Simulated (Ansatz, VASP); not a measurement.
**One calculation of OsI, two programs**

```
Os I
1.0
     1.64944    0.95230    4.21042
    -1.64944    0.95230    4.21042
     0.00000   -1.90461    4.21042
Os I
1 1
Cartesian
  0.0000 0.0000 0.0000
  0.0000 0.0000 6.3156
```

Alike in both runs: functional PBE; k mesh 18 × 18 × 18; occupations gaussian, width 0.1 eV; no spin polarisation.

Ansatz relaxed the structure, and its values are those at the end. VASP's run is a single point on that final structure, the one shown.

```csv
,VASP,Ansatz
version,VASP 6.6.1,Ansatz 0.2.0
potentials or method,"VASP PAW PBE potentials, release 64 (Os, I), cutoff 520 eV","scalar-relativistic, plane waves, PAW"
valence electrons in the cell,15,33
```

Ansatz gave:

| Item | Value |
| --- | --- |
| gap on the k mesh at the Fermi level (eV) | none |
| pressure (GPa) | 0.0 |

**Question.** What did VASP give for the same quantities?

**Answer.** gap on the k mesh at the Fermi level (eV): none; pressure (GPa): -0.1.

A gap of «none» marks a metal or a gap that the smearing closes. VASP's potentials hold 15 valence electrons a cell and Ansatz's 33, so a difference there can come from the potentials and not from the codes.

Spin-orbit coupling is off throughout.
